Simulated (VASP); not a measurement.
Runs of VASP 6.6.1 on Sn. The structure is that of space group Immm (No. 71), or close to it. The cells are those of the table. 

```tsv
task	cell	gap on the mesh (eV)	pressure (GPa)
single point	a = 3.368 Å, angles 119.1, 108.2, 101.6°, 1 atom	none	(a)
single point	a = 3.401 Å, angles 119.1, 108.2, 101.6°, 1 atom	none	-5.9
single point	a = 3.302 Å, angles 119.1, 108.2, 101.6°, 1 atom	none	-2.6
single point	a = 3.268 Å, angles 119.1, 108.2, 101.6°, 1 atom	none	-1.0
electric field gradients	a = 3.268 Å, angles 119.1, 108.2, 101.6°, 1 atom	none	-1.0
```

Alike in all rows: level LDA; potentials or basis VASP PAW LDA potentials, release 64 (Sn_d); no spin polarisation; k mesh 13 × 13 × 13; cutoff (eV) 520; smearing fermi-dirac 0.08 eV.

Estimate the missing entries.

(a) -5.0.

Caveats: spin-orbit coupling is left out, which moves the levels of the heavy elements; the cell stands under tension (at least some runs).

A k mesh can miss the band edges, and the runs leave out spin-orbit coupling on Sn.

A gap of «none» marks levels without a gap at the run's occupations.
